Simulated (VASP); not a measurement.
# SnO2 (P4_2/mnm) in VASP: a series of runs

SnO2 is run at these levels: r2SCAN; tasks: single point.

Program: VASP 6.6.1. These are calculated values, not measurements. Logs are shortened: lines on timing, memory, paths and dates and some standing lists are left out, and cuts for length are marked.

## Step 1: The cell of the first run

It takes space group P4_2/mnm (No. 136, tetragonal). Conventional cell: a = 4.727 Å, b = 4.727 Å, c = 3.179 Å, α = 90.00°, β = 90.00°, γ = 90.00°. Sn (site symmetry mmm) has 6 O at 2.04 to 2.05 Å within 2.7 Å. Within 2.7 Å of O (site symmetry m2m) lie 3 Sn at 2.04 to 2.05 Å and 1 O at 2.60 Å.

## Step 2: Single point, r2SCAN

POSCAR reads:

```
SnO2
1.0
    4.7266782800      0.0000000000      0.0000000000
    0.0000000000      4.7266782800      0.0000000000
    0.0000000000      0.0000000000      3.1786726300
Sn O
2 4
Direct
    0.0000000000      0.0000000000      0.0000000000
    0.5000000000      0.5000000000      0.5000000000
    0.3054566353      0.3054566353      0.0000000000
    0.1945433647      0.8054566353      0.5000000000
    0.6945433647      0.6945433647      0.0000000000
    0.8054566353      0.1945433647      0.5000000000
```

INCAR.step1 reads:

```
ALGO = Normal
EDIFF = 1E-4
ENCUT = 520
GGA = PE
ISMEAR = -1
LASPH = T
LCHARG = F
LREAL = F
LWAVE = T
NBANDS = 35
NELM = 60
PREC = Accurate
SIGMA = 0.02
```

INCAR.step2 reads:

```
ALGO = Normal
EDIFF = 1E-7
ENCUT = 520
ISIF = 2
ISMEAR = -1
ISTART = 1
LASPH = T
LCHARG = F
LMIXTAU = T
LREAL = F
LWAVE = F
METAGGA = R2SCAN
NBANDS = 35
NELM = 60
PREC = Accurate
SIGMA = 0.02
```

KPOINTS reads:

```
k-points
0
Gamma
  6 6 10
```

Potentials or basis: VASP PAW PBE potentials, release 64 (Sn_d, O).

Launch:

```console
$ cat potpaw_PBE.64/Sn_d/POTCAR potpaw_PBE.64/O/POTCAR > POTCAR
$ cp INCAR.step1 INCAR
$ mpirun -np 1 vasp_std > vasp.out
$ cp INCAR.step2 INCAR
$ mpirun -np 1 vasp_std > vasp.out
```

OUTCAR:

```text
EDIFF = 1E-7
   ENCUT = 520
   ISIF = 2
   ISMEAR = -1
   ISTART = 1
   LASPH = T
   LREAL = F
   METAGGA = R2SCAN
   NELM = 60
   PREC = Accurate

 ion  position               nearest neighbor table
   1  0.000  0.000  0.000-   3 2.04   5 2.04   4 2.05   6 2.05   4 2.05   6 2.05   2 3.70   2 3.70
                             2 3.70   2 3.70   2 3.70   2 3.70   2 3.70   2 3.70
   2  0.500  0.500  0.500-   4 2.04   6 2.04   5 2.05   3 2.05   3 2.05   5 2.05   1 3.70   1 3.70
                             1 3.70   1 3.70   1 3.70   1 3.70   1 3.70   1 3.70
   3  0.305  0.305  0.000-   1 2.04   2 2.05   2 2.05
   4  0.195  0.805  0.500-   2 2.04   1 2.05   1 2.05
   5  0.695  0.695  0.000-   1 2.04   2 2.05   2 2.05
   6  0.805  0.195  0.500-   2 2.04   1 2.05   1 2.05

  LATTYP: Found a simple tetragonal cell.
 ALAT       =     4.7266782800
 C/A-ratio  =     0.6724960832

  Lattice vectors:

 A1 = (   4.7266782800,   0.0000000000,   0.0000000000)
 A2 = (   0.0000000000,   4.7266782800,   0.0000000000)
 A3 = (   0.0000000000,   0.0000000000,   3.1786726300)

Analysis of symmetry for initial positions (statically):
=====================================================================
 Subroutine PRICEL returns:
 Original cell was already a primitive cell.

 Routine SETGRP: Setting up the symmetry group for a
 simple tetragonal supercell.

 Subroutine GETGRP returns: Found 16 space group operations
 (whereof  8 operations were pure point group operations)
 out of a pool of 16 trial point group operations.

The static configuration has the point symmetry D_2h.
 The point group associated with its full space group is D_4h.

Analysis of symmetry for dynamics (positions and initial velocities):
=====================================================================
 Subroutine PRICEL returns:
 Original cell was already a primitive cell.

 Routine SETGRP: Setting up the symmetry group for a
 simple tetragonal supercell.

 Subroutine GETGRP returns: Found 16 space group operations
 (whereof  8 operations were pure point group operations)
 out of a pool of 16 trial point group operations.

The dynamic configuration has the point symmetry D_2h.
 The point group associated with its full space group is D_4h.

 Subroutine INISYM returns: Found 16 space group operations
 (whereof  8 operations are pure point group operations),
 and found     1 'primitive' translations

----------------------------------------------------------------------------------------

                                     Primitive cell

  volume of cell :      71.0163

  direct lattice vectors                    reciprocal lattice vectors
     4.726678280  0.000000000  0.000000000     0.211565066  0.000000000  0.000000000
     0.000000000  4.726678280  0.000000000     0.000000000  0.211565066  0.000000000
     0.000000000  0.000000000  3.178672630     0.000000000  0.000000000  0.314596725

  length of vectors
     4.726678280  4.726678280  3.178672630     0.211565066  0.211565066  0.314596725

  position of ions in fractional coordinates (direct lattice)
     0.000000000  0.000000000  0.000000000
     0.500000000  0.500000000  0.500000000
     0.305456635  0.305456635  0.000000000
     0.194543365  0.805456635  0.500000000
     0.694543365  0.694543365  0.000000000
     0.805456635  0.194543365  0.500000000

  ion indices of the primitive-cell ions
   primitive index   ion index
                 1           1
                 2           2
                 3           3
                 4           4
                 5           5
                 6           6

----------------------------------------------------------------------------------------

 KPOINTS: k-points

Automatic generation of k-mesh.
 Grid dimensions read from file:
 generate k-points for:    6    6   10

 Generating k-lattice:

  Cartesian coordinates                     Fractional coordinates (reciprocal lattice)
     0.035260844  0.000000000  0.000000000     0.166666667  0.000000000  0.000000000
     0.000000000  0.035260844  0.000000000     0.000000000  0.166666667  0.000000000
     0.000000000  0.000000000  0.031459673     0.000000000  0.000000000  0.100000000

  Length of vectors
     0.035260844  0.035260844  0.031459673

  Shift w.r.t. Gamma in fractional coordinates (k-lattice)
     0.000000000  0.000000000  0.000000000

 Subroutine IBZKPT returns following result:
 ===========================================

 Found     60 irreducible k-points:

 Following reciprocal coordinates:
            Coordinates               Weight
  0.000000  0.000000  0.000000      1.000000
  0.166667  0.000000  0.000000      4.000000
  0.333333  0.000000  0.000000      4.000000
  0.500000  0.000000  0.000000      2.000000
  0.166667  0.166667  0.000000      4.000000
  0.333333  0.166667  0.000000      8.000000
[... 16 lines left out ...]
  0.333333  0.000000  0.200000      8.000000
  0.500000  0.000000  0.200000      4.000000
 [... further k-points ...]
   k-points           NKPTS =     60   k-points in BZ     NKDIM =     60   number of bands    NBANDS=     35
   number of dos      NEDOS =    301   number of ions     NIONS =      6
   total plane-waves  NPLWV =  31104
   dimension x,y,z NGX =    36 NGY =   36 NGZ =   24
   dimension x,y,z NGXF=    72 NGYF=   72 NGZF=   48
   ions per type =               2   4
   NGX,Y,Z   is equivalent  to a cutoff of  12.66, 12.66, 12.55 a.u.
   NGXF,Y,Z  is equivalent  to a cutoff of  25.32, 25.32, 25.10 a.u.
 SYSTEM =  unknown system
   PREC   = accura    normal or accurate (medium, high low for compatibility)
   ISTART =      1    job   : 0-new  1-cont  2-samecut
   ICHARG =      0    charge: 1-file 2-atom 10-const
   ISPIN  =      1    spin polarized calculation?
   LNONCOLLINEAR =      F non collinear calculations
   LSORBIT =      F    spin-orbit coupling
   LASPH  =      T    aspherical Exc in radial PAW
   ENCUT  =  520.0 eV  38.22 Ry    6.18 a.u.   8.79  8.79  5.91*2*pi/ulx,y,z
   NELM   =     60;   NELMIN=  2; NELMDL=  0     # of ELM steps
   EDIFF  = 0.1E-06   stopping-criterion for ELM
   LREAL  =      F    real-space projection
   EDIFFG = 0.1E-05   stopping-criterion for IOM
   NSW    =      0    number of steps for IOM
   IBRION =     -1    ionic relax: 0-MD 1-quasi-New 2-CG
   NFREE  =      0    steps in history (QN), initial steepest desc. (CG)
   ISIF   =      2    stress and relaxation
   ISYM   =      2    0-nonsym 1-usesym 2-fastsym
   POTIM  = 0.5000    time-step for ionic-motion
   TEBEG  =    0.0;   TEEND  =   0.0 temperature during run
   PSTRESS=    0.0 pullay stress
   NELECT =      52.0000    total number of electrons
   NUPDOWN=      -1.0000    fix difference up-down
   EMIN   =  10.00;   EMAX   =-10.00  energy-range for DOS
   EFERMI =   0.00;   METHOD = LEGACY
   ISMEAR =    -1;   SIGMA  =   0.02  broadening in eV -4-tet -1-fermi 0-gaus
   EFERMI_NEDOS =   21; number of points for ismear=-14 and -15
   IALGO  =     38    algorithm
   IMIX   =      4    mixing-type and parameters
     AMIX     =   0.40;   BMIX     =  1.00
     AMIX_MAG =   1.60;   BMIX_MAG =  1.00
  volume/ion in A,a.u.               =      11.84        79.87
  Fermi-wavevector in a.u.,A,eV,Ry     =   1.475559  2.788403 29.623626  2.177275
  Thomas-Fermi vector in A             =   2.590194
   LORBIT       =      0    0 simple, 1 ext, 2 COOP (PROOUT), +10 PAW based schemes
   METAGGA = R2SCAN    functional components
   LHFCALC =     F    Hartree Fock is set to
   AEXX    =    0.0000 exact exchange contribution
   IVDW    =     0    specifies the selected vdW correction
   LEPSILON=     F    determine dielectric tensor
   LRPA    =     F    only Hartree local field effects (RPA)
 non-spin polarized calculation
  energy-cutoff  :      520.00
  volume of cell :       71.02
 maximum number of plane-waves:      1940
 NGX is ok and might be reduce to    36
   NGX = 17   NGY = 17   NGZ = 11

 number of electron      51.9999984 magnetization

 Free energy of the ion-electron system (eV)
  ---------------------------------------------------
  ext. energy  EPLUGINS =         0.00000000
  ---------------------------------------------------
  free energy    TOTEN  =       -84.59489538 eV

  energy without entropy =      -84.59489538  energy(sigma->0) =      -84.59489538

 E-fermi :   6.1723     XC(G=0): -12.0905

 val. band max:        5.8031307911   @ k =   0.0000   0.0000   0.0000
 cond. band min:       7.8446091012   @ k =   0.0000   0.0000   0.0000
 fundamental gap:      2.0414783101
 Fermi energy:         6.1723113509

 k-point     1 :       0.0000    0.0000    0.0000
  band No.  band energies     occupation
      1     -15.9780      2.00000
      2     -15.0160      2.00000
      3     -14.6673      2.00000
      4     -14.6673      2.00000
      5     -14.6436      2.00000
      6     -14.6284      2.00000
[... 27 lines left out ...]
     34      19.1889      0.00000
     35      19.4369      0.00000

 k-point     2 :       0.1667    0.0000    0.0000
  band No.  band energies     occupation
      1     -15.9284      2.00000
      2     -15.0730      2.00000
      3     -14.6743      2.00000
      4     -14.6655      2.00000
      5     -14.6654      2.00000
      6     -14.6464      2.00000
[... 27 lines left out ...]
     34      19.1246      0.00000
     35      19.3666      0.00000

 k-point     3 :       0.3333    0.0000    0.0000
  band No.  band energies     occupation
      1     -15.7831      2.00000
      2     -15.2839      2.00000
      3     -14.6942      2.00000
      4     -14.6618      2.00000
      5     -14.6617      2.00000
      6     -14.6559      2.00000
[... 27 lines left out ...]
     34      19.0180      0.00000
     35      19.2842      0.00000

 k-point     4 :       0.5000    0.0000    0.0000
  band No.  band energies     occupation
      1     -15.5552      2.00000
      2     -15.5552      2.00000
      3     -14.6739      2.00000
      4     -14.6739      2.00000
      5     -14.6598      2.00000
      6     -14.6598      2.00000
[... 27 lines left out ...]
     34      19.1364      0.00000
     35      19.6263      0.00000

 k-point     5 :       0.1667    0.1667    0.0000
  band No.  band energies     occupation
      1     -15.8916      2.00000
      2     -15.1495      2.00000
      3     -14.6943      2.00000
      4     -14.6679      2.00000
      5     -14.6614      2.00000
      6     -14.6380      2.00000
[... 638 lines left out ...]
 k-point    22 :       0.1667    0.0000    0.2000
  band No.  band energies     occupation
      1     -15.7535      2.00000
      2     -15.2056      2.00000
      3     -15.0873      2.00000
      4     -14.7750      2.00000
      5     -14.6104      2.00000
      6     -14.5681      2.00000
[... 27 lines left out ...]
     34      18.9784      0.00000
     35      19.0288      0.00000

 k-point    23 :       0.3333    0.0000    0.2000
  band No.  band energies     occupation
      1     -15.6700      2.00000
      2     -15.3772      2.00000
      3     -15.0303      2.00000
      4     -14.8447      2.00000
      5     -14.5602      2.00000
      6     -14.5567      2.00000
[... 27 lines left out ...]
     34      19.1172      0.00000
     35      19.1380      0.00000

 k-point    24 :       0.5000    0.0000    0.2000
  band No.  band energies     occupation
      1     -15.5398      2.00000
      2     -15.5398      2.00000
      3     -14.9427      2.00000
      4     -14.9427      2.00000
      5     -14.5518      2.00000
      6     -14.5518      2.00000
[... 27 lines left out ...]
     34      19.1990      0.00000
     35      19.6780      0.00000

 [... further k-points ...]

------------------------ aborting loop because EDIFF is reached ----------------------------------------

  FORCE on cell =-STRESS in cart. coord.  units (eV):
  Direction    XX          YY          ZZ          XY          YZ          ZX
  --------------------------------------------------------------------------------------
  -------------------------------------------------------------------------------------
  Total        2.3503203      2.3503203      3.0827496      0.0000000      0.0000000      0.0000000
  in kB       53.0248858     53.0248858     69.5490092      0.0000000      0.0000000      0.0000000
  external PRESSURE =      58.5329269 kB  Pullay stress =       0.0000000 kB

 VOLUME and BASIS-vectors are now :
 -----------------------------------------------------------------------------
  energy-cutoff  :      520.00
  volume of cell :       71.02
      direct lattice vectors                 reciprocal lattice vectors
     4.726678280  0.000000000  0.000000000     0.211565066  0.000000000  0.000000000
     0.000000000  4.726678280  0.000000000     0.000000000  0.211565066  0.000000000
     0.000000000  0.000000000  3.178672630     0.000000000  0.000000000  0.314596725

 POSITION                                       TOTAL-FORCE (eV/Angst)
 -----------------------------------------------------------------------------------
      0.00000      0.00000      0.00000         0.000000      0.000000      0.000000
      2.36334      2.36334      1.58934         0.000000      0.000000      0.000000
      1.44380      1.44380      0.00000        -0.019999     -0.019999      0.000000
      0.91954      3.80713      1.58934         0.019999     -0.019999      0.000000
      3.28288      3.28288      0.00000         0.019999      0.019999     -0.000000
      3.80713      0.91954      1.58934        -0.019999      0.019999     -0.000000
 -----------------------------------------------------------------------------------
    total drift:                                0.000000      0.000000     -0.000000

  FREE ENERGIE OF THE ION-ELECTRON SYSTEM (eV)
  ---------------------------------------------------
  free  energy   TOTEN  =       -84.5948953764 eV

  energy  without entropy=      -84.5948953763  energy(sigma->0) =      -84.59489538
```

It took 2.9 min on 1 thread of Intel Xeon 6975P-C (Granite Rapids), shared host; peak memory 0.25 GiB.

What came out:

```yaml
Free_energy: -84.5949 eV
Pressure: 5.9 GPa
Largest_force: 0.028 eV/Å
Band_gap_on_the_k_mesh: 2.04 eV
```

Forces on the atoms (eV/Å):
```
Sn   0.000  0.000  0.000
Sn   0.000  0.000  0.000
O   -0.020 -0.020  0.000
O    0.020 -0.020  0.000
O    0.020  0.020  0.000
O   -0.020  0.020  0.000
```

Caveat: the cell stands under pressure; the PAW data sets were made with another functional, which shifts forces and pressure a little; spin-orbit coupling is left out, which moves the levels of the heavy elements. r2SCAN opens gaps a little over a GGA but as a rule still falls short of measured ones.

(Continued in part 2 of 3.)
